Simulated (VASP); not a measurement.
# GaN (F-43m) in VASP: further runs

Aim: see how the results for GaN move with the level of theory and the settings. Levels: revPBE+D4, RPBE+D4, PBEsol+D3(BJ). Tasks: single point, relaxation of cell and atoms.

Everything below comes from runs of VASP 6.6.1. Logs are shortened: lines on timing, memory, paths and dates and some standing lists are left out, and cuts for length are marked.

**1. The cell of the first run**

The structure is cubic, space group F-43m (No. 216). The conventional cell has a = 4.479 Å, b = 4.479 Å, c = 4.479 Å, α = 90.00°, β = 90.00°, γ = 90.00°. Ga (site symmetry -43m) has 4 N at 1.94 Å within 2.6 Å. N (site symmetry -43m) has 4 Ga at 1.94 Å within 2.6 Å.

**2. Single point, revPBE+D4**

INCAR reads:

```
SYSTEM = GaN
ALGO = Normal
EDIFF = 1E-6
ENCUT = 520
GGA = RE
ISIF = 2
ISMEAR = -1
IVDW = 13
LASPH = .True.
LCHARG = .False.
LREAL = .False.
LWAVE = .False.
NBANDS = 16
NELM = 80
PREC = Accurate
SIGMA = 0.05
```

KPOINTS reads:

```
k-points
0
Gamma
  10 10 10
  0 0 0
```

POSCAR reads:

```
GaN
1.0
    0.0000000000      2.2394712201      2.2394712201
    2.2394712201      0.0000000000      2.2394712201
    2.2394712201      2.2394712201      0.0000000000
Ga N
1 1
Direct
    0.0000000000      0.0000000000      0.0000000000
    0.2500000000      0.2500000000      0.2500000000
```

Potentials or basis: VASP PAW PBE potentials, release 64 (Ga_d, N).

The run is started by

```bash
$ cat potpaw_PBE.64/Ga_d/POTCAR potpaw_PBE.64/N/POTCAR > POTCAR
$ mpirun -np 1 vasp_std > vasp.out
```

OUTCAR:

```text
SYSTEM = GaN
   EDIFF = 1E-6
   ENCUT = 520
   GGA = RE
   ISIF = 2
   ISMEAR = -1
   IVDW = 13
   LASPH = .True.
   LREAL = .False.
   NELM = 80
   PREC = Accurate

 ion  position               nearest neighbor table
   1  0.000  0.000  0.000-   2 1.94   2 1.94   2 1.94   2 1.94
   2  0.250  0.250  0.250-   1 1.94   1 1.94   1 1.94   1 1.94

  LATTYP: Found a face centered cubic cell.
 ALAT       =     4.4789424402

  Lattice vectors:

 A1 = (   0.0000000000,   2.2394712201,   2.2394712201)
 A2 = (   2.2394712201,   0.0000000000,   2.2394712201)
 A3 = (   2.2394712201,   2.2394712201,   0.0000000000)

Analysis of symmetry for initial positions (statically):
=====================================================================
 Subroutine PRICEL returns:
 Original cell was already a primitive cell.

 Routine SETGRP: Setting up the symmetry group for a
 face centered cubic supercell.

 Subroutine GETGRP returns: Found 24 space group operations
 (whereof 24 operations were pure point group operations)
 out of a pool of 48 trial point group operations.

The static configuration has the point symmetry T_d .

Analysis of symmetry for dynamics (positions and initial velocities):
=====================================================================
 Subroutine PRICEL returns:
 Original cell was already a primitive cell.

 Routine SETGRP: Setting up the symmetry group for a
 face centered cubic supercell.

 Subroutine GETGRP returns: Found 24 space group operations
 (whereof 24 operations were pure point group operations)
 out of a pool of 48 trial point group operations.

The dynamic configuration has the point symmetry T_d .

 Subroutine INISYM returns: Found 24 space group operations
 (whereof 24 operations are pure point group operations),
 and found     1 'primitive' translations

----------------------------------------------------------------------------------------

                                     Primitive cell

  volume of cell :      22.4629

  direct lattice vectors                    reciprocal lattice vectors
     0.000000000  2.239471220  2.239471220    -0.223266991  0.223266991  0.223266991
     2.239471220  0.000000000  2.239471220     0.223266991 -0.223266991  0.223266991
     2.239471220  2.239471220  0.000000000     0.223266991  0.223266991 -0.223266991

  length of vectors
     3.167090572  3.167090572  3.167090572     0.386709771  0.386709771  0.386709771

  position of ions in fractional coordinates (direct lattice)
     0.000000000  0.000000000  0.000000000
     0.250000000  0.250000000  0.250000000

  ion indices of the primitive-cell ions
   primitive index   ion index
                 1           1
                 2           2

----------------------------------------------------------------------------------------

 KPOINTS: k-points

Automatic generation of k-mesh.
 Grid dimensions read from file:
 generate k-points for:   10   10   10

 Generating k-lattice:

  Cartesian coordinates                     Fractional coordinates (reciprocal lattice)
    -0.022326699  0.022326699  0.022326699     0.100000000  0.000000000  0.000000000
     0.022326699 -0.022326699  0.022326699     0.000000000  0.100000000  0.000000000
     0.022326699  0.022326699 -0.022326699     0.000000000  0.000000000  0.100000000

  Length of vectors
     0.038670977  0.038670977  0.038670977

  Shift w.r.t. Gamma in fractional coordinates (k-lattice)
     0.000000000  0.000000000  0.000000000

 Subroutine IBZKPT returns following result:
 ===========================================

 Found     47 irreducible k-points:

 Following reciprocal coordinates:
            Coordinates               Weight
  0.000000  0.000000  0.000000      1.000000
  0.100000  0.000000  0.000000      8.000000
  0.200000  0.000000  0.000000      8.000000
  0.300000  0.000000  0.000000      8.000000
  0.400000  0.000000  0.000000      8.000000
  0.500000  0.000000  0.000000      4.000000
[... 16 lines left out ...]
  0.300000  0.300000  0.000000      6.000000
  0.400000  0.300000  0.000000     24.000000
 [... further k-points ...]
   k-points           NKPTS =     47   k-points in BZ     NKDIM =     47   number of bands    NBANDS=     16
   number of dos      NEDOS =    301   number of ions     NIONS =      2
   total plane-waves  NPLWV =  13824
   dimension x,y,z NGX =    24 NGY =   24 NGZ =   24
   dimension x,y,z NGXF=    48 NGYF=   48 NGZF=   48
   ions per type =               1   1
   NGX,Y,Z   is equivalent  to a cutoff of  12.60, 12.60, 12.60 a.u.
   NGXF,Y,Z  is equivalent  to a cutoff of  25.20, 25.20, 25.20 a.u.
 SYSTEM =  GaN
   PREC   = accura    normal or accurate (medium, high low for compatibility)
   ISTART =      0    job   : 0-new  1-cont  2-samecut
   ICHARG =      2    charge: 1-file 2-atom 10-const
   ISPIN  =      1    spin polarized calculation?
   LNONCOLLINEAR =      F non collinear calculations
   LSORBIT =      F    spin-orbit coupling
   LASPH  =      T    aspherical Exc in radial PAW
   ENCUT  =  520.0 eV  38.22 Ry    6.18 a.u.   5.89  5.89  5.89*2*pi/ulx,y,z
   NELM   =     80;   NELMIN=  2; NELMDL= -5     # of ELM steps
   EDIFF  = 0.1E-05   stopping-criterion for ELM
   LREAL  =      F    real-space projection
   EDIFFG = 0.1E-04   stopping-criterion for IOM
   NSW    =      0    number of steps for IOM
   IBRION =     -1    ionic relax: 0-MD 1-quasi-New 2-CG
   NFREE  =      0    steps in history (QN), initial steepest desc. (CG)
   ISIF   =      2    stress and relaxation
   ISYM   =      2    0-nonsym 1-usesym 2-fastsym
   POTIM  = 0.5000    time-step for ionic-motion
   TEBEG  =    0.0;   TEEND  =   0.0 temperature during run
   PSTRESS=    0.0 pullay stress
   NELECT =      18.0000    total number of electrons
   NUPDOWN=      -1.0000    fix difference up-down
   EMIN   =  10.00;   EMAX   =-10.00  energy-range for DOS
   EFERMI =   0.00;   METHOD = LEGACY
   ISMEAR =    -1;   SIGMA  =   0.05  broadening in eV -4-tet -1-fermi 0-gaus
   EFERMI_NEDOS =   21; number of points for ismear=-14 and -15
   IALGO  =     38    algorithm
   IMIX   =      4    mixing-type and parameters
     AMIX     =   0.40;   BMIX     =  1.00
     AMIX_MAG =   1.60;   BMIX_MAG =  1.00
  volume/ion in A,a.u.               =      11.23        75.79
  Fermi-wavevector in a.u.,A,eV,Ry     =   1.520583  2.873486 31.459026  2.312173
  Thomas-Fermi vector in A             =   2.629414
   LORBIT       =      0    0 simple, 1 ext, 2 COOP (PROOUT), +10 PAW based schemes
   GGA     = RE    functional components
   LHFCALC =     F    Hartree Fock is set to
   AEXX    =    0.0000 exact exchange contribution
   IVDW    =    13    specifies the selected vdW correction
   LEPSILON=     F    determine dielectric tensor
   LRPA    =     F    only Hartree local field effects (RPA)
 non-spin polarized calculation
  energy-cutoff  :      520.00
  volume of cell :       22.46
 maximum number of plane-waves:       620
   NGX = 11   NGY = 11   NGZ = 11

 number of electron      18.0000015 magnetization

 Free energy of the ion-electron system (eV)
  ---------------------------------------------------
  ext. energy  EPLUGINS =         0.00000000
  ---------------------------------------------------
  free energy    TOTEN  =       -11.41098221 eV

  energy without entropy =      -11.41098221  energy(sigma->0) =      -11.41098221

 E-fermi :   6.6157     XC(G=0): -11.6261

 val. band max:        5.5859532302   @ k =   0.0000   0.0000   0.0000
 cond. band min:       7.4695373752   @ k =   0.0000   0.0000   0.0000
 fundamental gap:      1.8835841450
 Fermi energy:         6.6156903443

 k-point     1 :       0.0000    0.0000    0.0000
  band No.  band energies     occupation
      1     -10.5391      2.00000
      2      -7.8751      2.00000
      3      -7.8751      2.00000
      4      -7.8751      2.00000
      5      -7.5361      2.00000
      6      -7.5361      2.00000
[... 8 lines left out ...]
     15      24.6494      0.00000
     16      24.6494      0.00000

 k-point     2 :       0.1000    0.0000    0.0000
  band No.  band energies     occupation
      1     -10.4257      2.00000
      2      -7.8607      2.00000
      3      -7.8607      2.00000
      4      -7.8371      2.00000
      5      -7.5375      2.00000
      6      -7.5375      2.00000
[... 8 lines left out ...]
     15      23.3065      0.00000
     16      23.4016      0.00000

 k-point     3 :       0.2000    0.0000    0.0000
  band No.  band energies     occupation
      1     -10.1378      2.00000
      2      -7.8274      2.00000
      3      -7.8274      2.00000
      4      -7.6777      2.00000
      5      -7.5362      2.00000
      6      -7.5362      2.00000
[... 8 lines left out ...]
     15      22.5302      0.00000
     16      22.5302      0.00000

 k-point     4 :       0.3000    0.0000    0.0000
  band No.  band energies     occupation
      1      -9.8247      2.00000
      2      -7.7977      2.00000
      3      -7.7977      2.00000
      4      -7.5221      2.00000
      5      -7.5221      2.00000
      6      -7.2865      2.00000
[... 8 lines left out ...]
     15      23.0414      0.00000
     16      23.0414      0.00000

 k-point     5 :       0.4000    0.0000    0.0000
  band No.  band energies     occupation
      1      -9.6307      2.00000
      2      -7.7848      2.00000
      3      -7.7848      2.00000
      4      -7.4986      2.00000
      5      -7.4986      2.00000
      6      -6.6762      2.00000
[... 8 lines left out ...]
     15      24.4945      0.00000
     16      24.4945      0.00000

 k-point     6 :       0.5000    0.0000    0.0000
  band No.  band energies     occupation
      1      -9.5731      2.00000
      2      -7.7824      2.00000
      3      -7.7824      2.00000
      4      -7.4868      2.00000
      5      -7.4868      2.00000
      6      -6.3091      2.00000
[... 8 lines left out ...]
     15      25.5474      0.00000
     16      25.5474      0.00000

 k-point     7 :       0.1000    0.1000    0.0000
  band No.  band energies     occupation
      1     -10.3884      2.00000
      2      -7.8479      2.00000
      3      -7.8479      2.00000
      4      -7.8411      2.00000
      5      -7.5470      2.00000
      6      -7.5284      2.00000
[... 8 lines left out ...]
     15      24.9927      0.00000
     16      25.3598      0.00000

 k-point     8 :       0.2000    0.1000    0.0000
  band No.  band energies     occupation
      1     -10.1599      2.00000
      2      -7.8270      2.00000
      3      -7.8134      2.00000
      4      -7.7313      2.00000
      5      -7.5459      2.00000
      6      -7.5208      2.00000
[... 8 lines left out ...]
     15      24.4448      0.00000
     16      24.4999      0.00000

 k-point     9 :       0.3000    0.1000    0.0000
  band No.  band energies     occupation
      1      -9.8592      2.00000
      2      -7.7999      2.00000
      3      -7.7793      2.00000
      4      -7.5896      2.00000
      5      -7.5075      2.00000
      6      -7.3607      2.00000
[... 8 lines left out ...]
     15      23.5904      0.00000
     16      24.4850      0.00000
[... 172 lines left out ...]
 k-point    19 :       0.5000    0.2000    0.0000
  band No.  band energies     occupation
      1      -9.4928      2.00000
      2      -7.7658      2.00000
      3      -7.7009      2.00000
      4      -7.5807      2.00000
      5      -7.4826      2.00000
      6      -6.2065      2.00000
[... 8 lines left out ...]
     15      26.1201      0.00000
     16      26.5093      0.00000

 k-point    20 :      -0.4000    0.2000    0.0000
  band No.  band energies     occupation
      1      -9.4842      2.00000
      2      -7.7708      2.00000
      3      -7.7073      2.00000
      4      -7.5484      2.00000
      5      -7.5079      2.00000
      6      -6.0769      2.00000
[... 8 lines left out ...]
     15      24.4711      0.00000
     16      26.1435      0.00000

 k-point    21 :      -0.3000    0.2000    0.0000
  band No.  band energies     occupation
      1      -9.5579      2.00000
      2      -7.7724      2.00000
      3      -7.7266      2.00000
      4      -7.5431      2.00000
      5      -7.5409      2.00000
      6      -6.5467      2.00000
[... 8 lines left out ...]
     15      23.2021      0.00000
     16      26.4948      0.00000

 k-point    22 :      -0.2000    0.2000    0.0000
  band No.  band energies     occupation
      1      -9.7283      2.00000
      2      -7.7804      2.00000
      3      -7.7654      2.00000
      4      -7.5594      2.00000
      5      -7.5524      2.00000
      6      -7.1077      2.00000
[... 8 lines left out ...]
     15      23.2460      0.00000
     16      26.4572      0.00000

 k-point    23 :       0.3000    0.3000    0.0000
  band No.  band energies     occupation
      1      -9.6356      2.00000
      2      -7.7222      2.00000
      3      -7.6749      2.00000
      4      -7.6749      2.00000
      5      -7.4833      2.00000
      6      -7.0996      2.00000
[... 8 lines left out ...]
     15      27.8077      0.00000
     16      28.4230      0.00000

 k-point    24 :       0.4000    0.3000    0.0000
  band No.  band energies     occupation
      1      -9.5059      2.00000
      2      -7.7402      2.00000
      3      -7.6384      2.00000
      4      -7.6381      2.00000
      5      -7.4727      2.00000
      6      -6.6477      2.00000
[... 8 lines left out ...]
     15      28.2401      0.00000
     16      28.2642      0.00000

 [... further k-points ...]

------------------------ aborting loop because EDIFF is reached ----------------------------------------

  DFT-D4 for vdW energy calculation

  Edisp (eV):   -1.47716

  FORCE on cell =-STRESS in cart. coord.  units (eV):
  Direction    XX          YY          ZZ          XY          YZ          ZX
  --------------------------------------------------------------------------------------
  -------------------------------------------------------------------------------------
  Total      -0.03031    -0.03031    -0.03031     0.00000     0.00000     0.00000
  in kB      -2.16202    -2.16202    -2.16202     0.00000     0.00000     0.00000
  external pressure =       -2.16 kB  Pullay stress =        0.00 kB

 VOLUME and BASIS-vectors are now :
 -----------------------------------------------------------------------------
  energy-cutoff  :      520.00
  volume of cell :       22.46
      direct lattice vectors                 reciprocal lattice vectors
     0.000000000  2.239471220  2.239471220    -0.223266991  0.223266991  0.223266991
     2.239471220  0.000000000  2.239471220     0.223266991 -0.223266991  0.223266991
     2.239471220  2.239471220  0.000000000     0.223266991  0.223266991 -0.223266991

 POSITION                                       TOTAL-FORCE (eV/Angst)
 -----------------------------------------------------------------------------------
      0.00000      0.00000      0.00000        -0.000000     -0.000000     -0.000000
      1.11974      1.11974      1.11974         0.000000      0.000000      0.000000
 -----------------------------------------------------------------------------------
    total drift:                                0.000001      0.000001      0.000001

  FREE ENERGIE OF THE ION-ELECTRON SYSTEM (eV)
  ---------------------------------------------------
  free  energy   TOTEN  =       -12.8881440666 eV

  energy  without entropy=      -12.8881440665  energy(sigma->0) =      -12.88814407
```

Wall time 18 s (1 thread of AMD EPYC 7R43 (Zen 3), shared host); peak memory 0.11 GiB.

Results:

```yaml
Free_energy: -12.8881 eV
Pressure: -0.2 GPa
Band_gap_on_the_k_mesh: 1.88 eV, direct
Dispersion_energy_per_atom: -0.739 eV
```

Caveat: the PAW data sets were made with another functional, which shifts forces and pressure a little. A hybrid or GW would open this gap; revPBE tends to underestimate it.

(Part 1 of 2 ends here.)
